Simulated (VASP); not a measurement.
Runs of VASP 6.6.1 on ErNb2. The structure is that of space group P6/mmm (No. 191), or close to it. The cells are those of the table. The cell was generated, and may not be a known phase.

```csv
task,cell,k mesh,gap on the mesh (eV),pressure (GPa),relaxed volume (Å³/atom)
single point,"a = 3.823, b = 3.823, c = 4.287 Å, angles 90.0, 90.0, 120.0°, 3 atoms",6 × 6 × 4,none,(a),-
relaxation of cell and atoms,"relaxed from a = 4.932, b = 4.932, c = 3.064 Å, angles 90.0, 90.0, 120.0°, 3 atoms",12 × 12 × 16,none,0.0,21.58
relaxation of cell and atoms,"relaxed from a = 4.926, b = 4.926, c = 3.083 Å, angles 90.0, 90.0, 120.0°, 3 atoms",6 × 6 × 6,none,0.2,21.51
single point,"a = 4.926, b = 4.926, c = 3.083 Å, angles 90.0, 90.0, 120.0°, 3 atoms",6 × 6 × 4,none,0.2,-
relaxation of cell and atoms,"relaxed from a = 3.823, b = 3.823, c = 4.287 Å, angles 90.0, 90.0, 120.0°, 3 atoms",6 × 6 × 4,none,0.0,21.59
```

Alike in all rows: level PBE; potentials or basis VASP PAW PBE potentials, release 64 (Er_3, Nb_sv), 4f in core; no spin polarisation; cutoff (eV) 500; smearing gaussian 0.1 eV.

Question: Fill in the values left out.

Answer: (a) 46.3.

Caveats: some runs use coarse meshes; spin-orbit coupling is left out, which moves the levels of the heavy elements; the 4f electrons are frozen in the core, so they carry no moment and show no levels; the volume moved by over 15 % at a fixed basis, so the end points are rough (at least some runs).

A k mesh can miss the band edges, and the runs leave out spin-orbit coupling on Er, Nb.

A gap of «none» marks levels without a gap at the run's occupations.
